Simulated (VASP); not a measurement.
# AlNi (Pm-3m) in VASP: a series of runs, part 2 of 2

VASP 6.6.1. Earlier steps stand in the parts before.

## 3. Single point, PBEsol

This run uses another cell than the first one, of the same volume but with other edges.

The input, INCAR:

```
  PREC = Accurate
  ENCUT = 520
  EDIFF = 1E-6
  ISMEAR = 0
  SIGMA = 0.1
  LREAL = False
  LASPH = True
  NELM = 80
  ALGO = Fast
  ISIF = 2
  LWAVE = False
  LCHARG = False
  GGA = PS
  ISYM = 0
  NBANDS = 14
```

The input, KPOINTS:

```
regular mesh
0
Gamma
  9 9 21
```

The input, POSCAR:

```
AlNi
1.0
    4.0477133473      0.0000000000      0.0000000000
   -2.0238566737      3.5054225860      0.0000000000
    2.0238566737      1.1684741953      1.6524720543
Al Ni
1 1
Direct
    0.0000000000      0.0000000000      0.0000000000
    0.0000000000      0.5000000000      0.5000000000
```

Potentials or basis: VASP PAW PBE potentials, release 64 (Al, Ni).

Command:

```sh
cat potpaw_PBE.64/Al/POTCAR potpaw_PBE.64/Ni/POTCAR > POTCAR
mpirun -np 1 vasp_std > vasp.out
```

OUTCAR:

```text
PREC = Accurate
   ENCUT = 520
   EDIFF = 1E-6
   ISMEAR = 0
   LREAL = False
   LASPH = True
   NELM = 80
   ISIF = 2
   GGA = PS
   ISYM = 0

 ion  position               nearest neighbor table
   1  0.000  0.000  0.000-   2 2.48   2 2.48   2 2.48   2 2.48   2 2.48   2 2.48   2 2.48
   2  0.000  0.500  0.500-   1 2.48   1 2.48   1 2.48   1 2.48   1 2.48   1 2.48   1 2.48

IMPORTANT INFORMATION: All symmetrisations will be switched off!
NOSYMM: (Re-)initialisation of all symmetry stuff for point group C_1.

----------------------------------------------------------------------------------------

                                     Primitive cell

  volume of cell :      23.4468

  direct lattice vectors                    reciprocal lattice vectors
     4.047713347  0.000000000  0.000000000     0.247053068  0.142636155 -0.403435970
    -2.023856674  3.505422586  0.000000000     0.000000000  0.285272310 -0.201717985
     2.023856674  1.168474195  1.652472054     0.000000000  0.000000000  0.605153955

  length of vectors
     4.047713347  4.047713347  2.862165556     0.494106136  0.349385799  0.605153955

  position of ions in fractional coordinates (direct lattice)
     0.000000000  0.000000000  0.000000000
     0.000000000  0.500000000  0.500000000

  ion indices of the primitive-cell ions
   primitive index   ion index
                 1           1
                 2           2

----------------------------------------------------------------------------------------

 KPOINTS: regular mesh

Automatic generation of k-mesh.
 Grid dimensions read from file:
 generate k-points for:    9    9   21

 Generating k-lattice:

  Cartesian coordinates                     Fractional coordinates (reciprocal lattice)
     0.027450341  0.015848462 -0.044826219     0.111111111  0.000000000  0.000000000
     0.000000000  0.031696923 -0.022413109     0.000000000  0.111111111  0.000000000
     0.000000000  0.000000000  0.028816855     0.000000000  0.000000000  0.047619048

  Length of vectors
     0.054900682  0.038820644  0.028816855

  Shift w.r.t. Gamma in fractional coordinates (k-lattice)
     0.000000000  0.000000000  0.000000000

 -----------------------------------------------------------------------------
|                                                                             |
|           W    W    AA    RRRRR   N    N  II  N    N   GGGG   !!!           |
|           W    W   A  A   R    R  NN   N  II  NN   N  G    G  !!!           |
|           W    W  A    A  R    R  N N  N  II  N N  N  G       !!!           |
|           W WW W  AAAAAA  RRRRR   N  N N  II  N  N N  G  GGG   !            |
|           WW  WW  A    A  R   R   N   NN  II  N   NN  G    G                |
|           W    W  A    A  R    R  N    N  II  N    N   GGGG   !!!           |
|                                                                             |
|     Your reciprocal lattice and k-lattice belong to different lattice       |
|     classes:                                                                |
|                                                                             |
|        The reciprocal lattice is simple cubic,                              |
|        whereas your k-lattice is base-centered monoclinic.                  |
|                                                                             |
|     Results are often still useful ...                                      |
|                                                                             |
 -----------------------------------------------------------------------------

 WARNING: IBZKPT: internal override: KBLOWUP is changed to .FALSE.
      ... skipping the blow-up phase ...

 Subroutine IBZKPT returns following result:
 ===========================================

 Found    851 irreducible k-points:

 Following reciprocal coordinates:
            Coordinates               Weight
[... 41 lines left out ...]
   ENCUT  =  520.0 eV  38.22 Ry    6.18 a.u.   7.53  7.53  5.32*2*pi/ulx,y,z
   NELM   =     80;   NELMIN=  2; NELMDL= -5     # of ELM steps
   EDIFF  = 0.1E-05   stopping-criterion for ELM
   LREAL  =      F    real-space projection
   EDIFFG = 0.1E-04   stopping-criterion for IOM
   NSW    =      0    number of steps for IOM
   IBRION =     -1    ionic relax: 0-MD 1-quasi-New 2-CG
   NFREE  =      0    steps in history (QN), initial steepest desc. (CG)
   ISIF   =      2    stress and relaxation
   ISYM   =      0    0-nonsym 1-usesym 2-fastsym
   POTIM  = 0.5000    time-step for ionic-motion
   TEBEG  =    0.0;   TEEND  =   0.0 temperature during run
   PSTRESS=    0.0 pullay stress
   NELECT =      13.0000    total number of electrons
   NUPDOWN=      -1.0000    fix difference up-down
   EMIN   =  10.00;   EMAX   =-10.00  energy-range for DOS
   EFERMI =   0.00;   METHOD = LEGACY
   ISMEAR =     0;   SIGMA  =   0.10  broadening in eV -4-tet -1-fermi 0-gaus
   EFERMI_NEDOS =   21; number of points for ismear=-14 and -15
   IALGO  =     68    algorithm
   IMIX   =      4    mixing-type and parameters
     AMIX     =   0.40;   BMIX     =  1.00
     AMIX_MAG =   1.60;   BMIX_MAG =  1.00
  volume/ion in A,a.u.               =      11.72        79.11
  Fermi-wavevector in a.u.,A,eV,Ry     =   1.344914  2.541519 24.610134  1.808794
  Thomas-Fermi vector in A             =   2.472869
   LORBIT       =      0    0 simple, 1 ext, 2 COOP (PROOUT), +10 PAW based schemes
   GGA     = PS    functional components
   LHFCALC =     F    Hartree Fock is set to
   AEXX    =    0.0000 exact exchange contribution
   IVDW    =     0    specifies the selected vdW correction
   LEPSILON=     F    determine dielectric tensor
   LRPA    =     F    only Hartree local field effects (RPA)
 non-spin polarized calculation
 RMM-DIIS sequential band-by-band and
 Gauss-broadening in eV      SIGMA  =   0.10
  energy-cutoff  :      520.00
  volume of cell :       23.45
 maximum number of plane-waves:       651
 NGX is ok and might be reduce to    30

 number of electron      13.0000000 magnetization

 Free energy of the ion-electron system (eV)
  ---------------------------------------------------
  ext. energy  EPLUGINS =         0.00000000
  ---------------------------------------------------
  free energy    TOTEN  =       -11.58780852 eV

  energy without entropy =      -11.58349662  energy(sigma->0) =      -11.58565257

 E-fermi :  10.1461     XC(G=0): -12.2619

 val. band max:       10.1444264982   @ k =  -0.3333   0.3333   0.4286
 cond. band min:      10.1474165080   @ k =  -0.2222   0.2222   0.4762
 fundamental gap:      0.0029900098
 Fermi energy:        10.1460885383

 k-point     1 :       0.0000    0.0000    0.0000
  band No.  band energies     occupation
      1      -1.1172      2.00000
      2       6.8257      2.00000
      3       6.8272      2.00000
      4       8.5741      2.00000
      5       8.5765      2.00000
      6       8.5783      2.00000
      7      15.7379      0.00000
      8      15.7389      0.00000
      9      15.7395      0.00000
     10      18.3683      0.00000
     11      18.3683      0.00000
     12      24.2421      0.00000
     13      31.2870      0.00000
     14      31.2881      0.00000
[... 377 lines left out ...]
      1       0.9026      2.00000
      2       5.6944      2.00000
      3       7.1874      2.00000
      4       8.0123      2.00000
      5       8.0151      2.00000
      6       8.6445      2.00000
      7      10.0145      1.93716
      8      18.1463      0.00000
      9      18.1476      0.00000
     10      18.4456      0.00000
     11      22.9270      0.00000
     12      24.0305      0.00000
     13      24.0317      0.00000
     14      26.9255      0.00000

 [... further k-points ...]

------------------------ aborting loop because EDIFF is reached ----------------------------------------

  FORCE on cell =-STRESS in cart. coord.  units (eV):
  Direction    XX          YY          ZZ          XY          YZ          ZX
  --------------------------------------------------------------------------------------
  -------------------------------------------------------------------------------------
  Total       -0.0176543     -0.0183178     -0.0540175      0.0005754     -0.0084772     -0.0146886
  in kB       -1.2063611     -1.2516959     -3.6911457      0.0393215     -0.5792672     -1.0037069
  external PRESSURE =      -2.0497342 kB  Pullay stress =       0.0000000 kB

 VOLUME and BASIS-vectors are now :
 -----------------------------------------------------------------------------
  energy-cutoff  :      520.00
  volume of cell :       23.45
      direct lattice vectors                 reciprocal lattice vectors
     4.047713347  0.000000000  0.000000000     0.247053068  0.142636155 -0.403435970
    -2.023856674  3.505422586  0.000000000     0.000000000  0.285272310 -0.201717985
     2.023856674  1.168474195  1.652472054     0.000000000  0.000000000  0.605153955

 POSITION                                       TOTAL-FORCE (eV/Angst)
 -----------------------------------------------------------------------------------
      0.00000      0.00000      0.00000         0.000000      0.000000     -0.000000
      0.00000      2.33695      0.82624        -0.000000     -0.000000      0.000000
 -----------------------------------------------------------------------------------
    total drift:                               -0.000000      0.000000      0.000000

  FREE ENERGIE OF THE ION-ELECTRON SYSTEM (eV)
  ---------------------------------------------------
  free  energy   TOTEN  =       -11.5878085216 eV

  energy  without entropy=      -11.5834966166  energy(sigma->0) =      -11.58565257
```

OSZICAR:

```text
N       E                     dE             d eps       ncg     rms          rms(c)
DAV:   1     0.397924182866E+02    0.39792E+02   -0.53947E+03 24268   0.977E+02
DAV:   2    -0.114675610684E+02   -0.51260E+02   -0.46255E+02 25580   0.181E+02
DAV:   3    -0.132089718136E+02   -0.17414E+01   -0.17245E+01 30164   0.367E+01
DAV:   4    -0.132318136850E+02   -0.22842E-01   -0.22835E-01 28114   0.384E+00
DAV:   5    -0.132324861094E+02   -0.67242E-03   -0.67241E-03 30738   0.720E-01    0.128E+01
RMM:   6    -0.152366589911E+02   -0.20042E+01   -0.15657E+01 29166   0.494E+01    0.172E+01
RMM:   7    -0.116052822238E+02    0.36314E+01   -0.43075E+00 26797   0.253E+01    0.125E+00
RMM:   8    -0.115990269693E+02    0.62553E-02   -0.89079E-02 25516   0.296E+00    0.757E-01
RMM:   9    -0.115922256229E+02    0.68013E-02   -0.31127E-02 27188   0.115E+00    0.592E-01
RMM:  10    -0.115877790374E+02    0.44466E-02   -0.85463E-03 29136   0.117E+00    0.139E-01
RMM:  11    -0.115880163567E+02   -0.23732E-03   -0.88630E-04 32697   0.350E-01    0.144E-01
RMM:  12    -0.115877963044E+02    0.22005E-03   -0.39298E-04 31928   0.219E-01    0.197E-02
RMM:  13    -0.115878063864E+02   -0.10082E-04   -0.98894E-05 32678   0.671E-02    0.856E-03
RMM:  14    -0.115878077996E+02   -0.14132E-05   -0.16591E-05 33320   0.295E-02    0.319E-03
RMM:  15    -0.115878085216E+02   -0.72201E-06   -0.17891E-06 21039   0.123E-02
   1 F= -.11587809E+02 E0= -.11585653E+02  d E =-.431191E-02
```

stdout:

```text
POSCAR found type information on POSCAR AlNi
 POSCAR found :  2 types and       2 ions
 scaLAPACK will be used
 -----------------------------------------------------------------------------
|                                                                             |
|                                                                             |
|     You enforced a specific xc type in the INCAR file but a different       |
[... 26 lines left out ...]
 FFT: planning ... GRID_SOFT
 FFT: planning ... GRID
 WAVECAR not read
 entering main loop
WARNING in EDDRMM: call to ZHEGV failed, returncode =   8  4     14
WARNING in EDDRMM: call to ZHEGV failed, returncode =   8  4     14
WARNING in EDDRMM: call to ZHEGV failed, returncode =   8  4     13
WARNING in EDDRMM: call to ZHEGV failed, returncode =   8  4     14
WARNING in EDDRMM: call to ZHEGV failed, returncode =   8  4     14
```

It took 5.1 min on 1 thread of Intel Xeon Platinum 8559C (Emerald Rapids), shared host; peak memory 0.4 GiB.

Results:

| Quantity | Value |
| --- | --- |
| Free energy | -11.5878 eV |
| Pressure | -0.2 GPa |
| Band gap on the k mesh | zero (an odd number of electrons rules out a gap without spin polarisation) |

Caveat: the PAW data sets were made with another functional, which shifts forces and pressure a little.

## 4. Single point, PBEsol

This run uses another cell than the first one: it holds 8 atoms, not 2.

The input, INCAR:

```
ALGO = Normal ; EDIFF = 1E-6
ENCUT = 520 ; GGA = PS
ISIF = 2 ; ISMEAR = 0
LASPH = True ; LCHARG = False
LREAL = False ; LWAVE = False
NBANDS = 36 ; NELM = 100
PREC = Accurate ; SIGMA = 0.15
```

The input, KPOINTS:

```
k-points
0
Gamma
  8 8 8
```

The input, POSCAR:

```
AlNi
1.0
   -2.8621655562      2.8621655562      2.8621655562
    2.8621655562     -2.8621655562      2.8621655562
    2.8621655562      2.8621655562     -2.8621655562
Al Ni
4 4
Direct
    0.5000000000      0.0000000000      0.5000000000
    0.0000000000      0.5000000000      0.5000000000
    0.0000000000      0.0000000000      0.0000000000
    0.5000000000      0.5000000000      0.0000000000
    0.5000000000      0.5000000000      0.5000000000
    0.0000000000      0.0000000000      0.5000000000
    0.0000000000      0.5000000000      0.0000000000
    0.5000000000      0.0000000000      0.0000000000
```

Command:

```sh
cat potpaw_PBE.64/Al/POTCAR potpaw_PBE.64/Ni/POTCAR > POTCAR
mpirun -np 1 vasp_std > vasp.out
```

Run time: 78 s. Hardware: 1 thread of AMD EPYC 7R13 (Zen 3), shared host; peak memory 0.24 GiB.

The run converged. Its results:

```
Free energy            : -46.3546 eV
Pressure               : 0.3 GPa
Band gap on the k mesh : zero (bands 26 and 27 overlap by 3.34 eV)
```

Levels at points of the mesh, in eV from the Fermi level:
| k point | band 23 | band 24 | band 25 | band 26 | band 27 | band 28 | band 29 | band 30 |
| --- | --- | --- | --- | --- | --- | --- | --- | --- |
| (0.00, 0.00, 0.00) | -1.58 | -1.58 | -1.03 | -1.03 | -1.03 | 1.50 | 1.50 | 1.50 |
| (0.50, 0.00, 0.00) | -1.28 | -1.28 | -0.57 | -0.57 | 1.06 | 1.06 | 2.69 | 2.69 |
| (0.50, 0.50, 0.50) | -1.00 | -0.65 | -0.65 | -0.65 | 1.97 | 1.97 | 1.97 | 3.91 |

Caveat: the PAW data sets were made with another functional, which shifts forces and pressure a little.

## 5. Single point, PBEsol

This run uses another cell than the first one: it holds 4 atoms, not 2.

The input, INCAR:

```
SYSTEM = AlNi
PREC = Accurate
ENCUT = 520
EDIFF = 1E-7
ISMEAR = 0
SIGMA = 0.15
LREAL = .False.
LASPH = .True.
NELM = 80
ALGO = Fast
ISIF = 2
LWAVE = .False.
LCHARG = .False.
GGA = PS
NBANDS = 21
```

The input, KPOINTS:

```
Automatic mesh
0
Gamma
  12 12 6
  0 0 0
```

The input, POSCAR:

```
AlNi
1.0
    2.8621655516      0.0000000000      0.0000000000
    0.0000000000      2.8621655516      0.0000000000
    0.0000000000      0.0000000000      5.7243311031
Al Ni
2 2
Direct
    0.0000000000      0.0000000000      0.5000000000
    0.0000000000      0.0000000000      0.0000000000
    0.5000000000      0.5000000000      0.2500000000
    0.5000000000      0.5000000000      0.7500000000
```

Command:

```sh
cat potpaw_PBE.64/Al/POTCAR potpaw_PBE.64/Ni/POTCAR > POTCAR
mpirun -np 1 vasp_std > vasp.out
```

It took 99 s on 1 thread of Intel Xeon Platinum 8259CL at 2.50GHz (Skylake/Cascade Lake), shared host; peak memory 0.23 GiB.

It converged, with:

```
Free energy            : -23.1781 eV
Pressure               : 0.4 GPa
Band gap on the k mesh : zero (bands 13 and 14 overlap by 3.01 eV)
```

Levels at points of the mesh, in eV from the Fermi level:
```
           k point  band 9  band 10  band 11  band 12  band 13  band 14  band 15  band 16  band 17  band 18
(0.00, 0.00, 0.00)   -1.62    -1.62    -1.62    -1.53    -0.69     5.55     5.55     5.55     8.17     8.17
(0.50, 0.00, 0.00)   -2.34    -2.17    -2.17    -1.53    -1.08    -0.69     1.46     2.56     8.29    10.05
(0.50, 0.50, 0.00)   -2.17    -1.08    -1.05    -1.05     1.46     1.93     1.93     1.93     2.56     3.87
(0.00, 0.00, 0.50)   -2.01    -2.01    -1.57    -1.57     0.82     0.82     6.97     6.97     6.97     6.97
(0.50, 0.00, 0.50)   -2.26    -2.26    -1.87    -1.87    -0.74    -0.74     4.86     4.86     4.87     4.87
(0.50, 0.50, 0.50)   -1.06    -1.06    -0.41    -0.41    -0.41    -0.41     1.60     1.60     2.82     2.82
```

Caveat: the PAW data sets were made with another functional, which shifts forces and pressure a little. Spin polarisation is off, so any magnetic state and its effect on volume and gap are missing.

## 6. Overview

| cell | k mesh | smearing | gap on the mesh (eV) | pressure (GPa) |
| --- | --- | --- | --- | --- |
| a = 2.862 Å, 2 atoms, atomic positions A | 12 × 12 × 12 | gaussian 0.1 eV | none | -0.2 |
| a = 4.048, b = 4.048, c = 2.862 Å, angles 90.0, 45.0, 120.0°, 2 atoms, atomic positions B | 9 × 9 × 21 | gaussian 0.1 eV | none | -0.2 |
| a = 4.957 Å, angles 109.5°, 8 atoms, atomic positions C | 8 × 8 × 8 | gaussian 0.15 eV | none | 0.3 |
| a = 2.862, b = 2.862, c = 5.724 Å, 4 atoms, atomic positions D | 12 × 12 × 6 | gaussian 0.15 eV | none | 0.4 |

Alike in all rows: task single point; level PBEsol; potentials or basis VASP PAW PBE potentials, release 64 (Al, Ni); no spin polarisation; cutoff (eV) 520.

Caveats: the PAW data sets were made with another functional, which shifts forces and pressure a little.

Total energies depend on the potentials used, so only differences within one code and one set of settings carry meaning.
